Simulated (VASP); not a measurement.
Crystal: Sn.

```
CELL_PARAMETERS angstrom
4.24764 2.45238 7.24394
-4.24764 2.45238 7.24394
0.00000 -4.90475 7.24394
ATOMIC_POSITIONS crystal
Sn 0.01019 0.65361 0.01019
Sn 0.01019 0.01019 0.65361
Sn 0.65361 0.01019 0.01019
Sn 0.98981 0.34639 0.98981
Sn 0.34639 0.98981 0.98981
Sn 0.98981 0.98981 0.34639
Sn 0.22118 0.63060 0.22118
Sn 0.22118 0.22118 0.63060
Sn 0.63060 0.22118 0.22118
Sn 0.77882 0.36940 0.77882
Sn 0.36940 0.77882 0.77882
Sn 0.77882 0.77882 0.36940
```

```yaml
Program: VASP 6.6.1
Task: relaxation of cell and atoms
Functional: PBE
Potentials_or_basis: VASP PAW PBE potentials, release 64 (Sn_d)
Cutoff: 600 eV
k_mesh: 3 × 3 × 3
Occupations: gaussian, width 0.1 eV
Spin: no spin polarisation
```

At the start: pressure 2.5 GPa; volume 37.73 Å³/atom.

Q: Where does the relaxation end?

A: Over 14 steps the energy falls by 60.0 meV/atom and the volume is 38.73 Å³/atom (+2.6 %); space group R-3m (No. 166, to 0.05 Å).

The path:
```tsv
step	energy change (eV)	largest force (eV/Å)	pressure (GPa)	volume (Å³)
1	0.0000	0.7762	2.54	452.75
2	-0.3980	0.3605	-0.57	492.96
3	-0.3998	0.3501	-0.40	490.18
4	-0.4770	0.2829	-0.32	487.02
5	-0.5627	0.4516	0.05	479.41
6	-0.6278	0.3297	-0.09	477.88
7	-0.6943	0.1167	-0.40	473.27
8	-0.6962	0.0880	-0.36	473.93
9	-0.7116	0.0901	0.16	464.33
10	-0.7119	0.0890	0.13	465.27
11	-0.7161	0.0530	-0.01	465.88
12	-0.7162	0.0533	-0.02	465.96
13	-0.7182	0.0416	-0.03	465.53
14	-0.7205	0.0280	-0.03	464.75
```

Final structure:
```yaml
crystal:
  lattice:
    - [4.17473, 2.41028, 7.69789]
    - [-4.17473, 2.41028, 7.69789]
    - [0.00000, -4.82056, 7.69789]
  atoms:
    - { symbol: Sn, position: [0.02261, 0.64310, 0.02261] }
    - { symbol: Sn, position: [0.02261, 0.02261, 0.64310] }
    - { symbol: Sn, position: [0.64310, 0.02261, 0.02261] }
    - { symbol: Sn, position: [0.97739, 0.35690, 0.97739] }
    - { symbol: Sn, position: [0.35690, 0.97739, 0.97739] }
    - { symbol: Sn, position: [0.97739, 0.97739, 0.35690] }
    - { symbol: Sn, position: [0.23337, 0.61499, 0.23337] }
    - { symbol: Sn, position: [0.23337, 0.23337, 0.61499] }
    - { symbol: Sn, position: [0.61499, 0.23337, 0.23337] }
    - { symbol: Sn, position: [0.76663, 0.38501, 0.76663] }
    - { symbol: Sn, position: [0.38501, 0.76663, 0.76663] }
    - { symbol: Sn, position: [0.76663, 0.76663, 0.38501] }
```
